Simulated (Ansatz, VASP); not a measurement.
# TiCo: VASP beside Ansatz

INCAR

```
ALGO = Normal
EDIFF = 1E-6
ENCUT = 520
GGA = PE
ISIF = 2
ISMEAR = -1
ISPIN = 2
LASPH = T
LCHARG = F
LMAXMIX = 4
LORBIT = 11
LREAL = F
LWAVE = F
MAGMOM = 1 1 2 2
NBANDS = 33
NELM = 150
PREC = Accurate
SIGMA = 0.03
```

The input KPOINTS:

```
k-points
0
Gamma
  12 12 12
```

Contents of POSCAR:

```
TiCo
1.0
    2.9861109900      2.9861109900      0.0000000000
    2.9861109900      0.0000000000      2.9861109900
    2.9861109900      0.0000000000     -2.9861109900
Ti Co
2 2
Direct
    0.0000000000      0.0000000000      0.0000000000
    0.0000000000      0.5000000000      0.5000000000
    0.5000000000      0.2500000000      0.7500000000
    0.5000000000      0.7500000000      0.2500000000
```

Input for Ansatz:

```yaml
crystal:
  lattice:
    - [2.98611099, 2.98611099, 0.0]
    - [2.98611099, 0.0, 2.98611099]
    - [2.98611099, 0.0, -2.98611099]
  atoms:
    - { symbol: Ti, position: [0.0, 0.0, 0.0], spin: 1.0 }
    - { symbol: Ti, position: [0.0, 0.5, 0.5], spin: 1.0 }
    - { symbol: Co, position: [0.5, 0.25, 0.75], spin: 2.0 }
    - { symbol: Co, position: [0.5, 0.75, 0.25], spin: 2.0 }
magnetization:
  spin_polarized: true
kpoints:
  mp_grid: { grid: [12, 12, 12] }
scf:
  occupations: { method: fermi_dirac, width: 0.03 }
  lower_state_search: "off"
hamiltonian:
  xc: pbe
  pseudopotentials: { kind: paw }
output:
  forces: true
  stress: true
  eigenvalues: true
  populations: true
```

Alike in both runs: task single point; functional PBE; k mesh 12 × 12 × 12; occupations fermi-dirac, width 0.03 eV; collinear spin.

|  | VASP | Ansatz |
| --- | --- | --- |
| version | VASP 6.6.1 | Ansatz 0.2.0 |
| potentials or method | VASP PAW PBE potentials, release 64 (Ti_sv, Co) | PAW with Ansatz's default frozen-core files, scalar-relativistic |
| plane-wave cutoff (eV) | 520 | 420 |
| valence electrons in the cell | 42 | 58 |

```csv
,VASP,Ansatz,Ansatz less VASP
pressure (GPa),-0.5,-0.1,+0.39
net moment per atom (μB),0.44,0.45,+0.004
size of the moment on the site where the two differ most (μB),0.96,0.99,+0.031
```

Site moments also hang on the region over which each program counts them. VASP's potentials hold 42 valence electrons a cell and Ansatz's 58, so a difference there can come from the potentials and not from the codes.
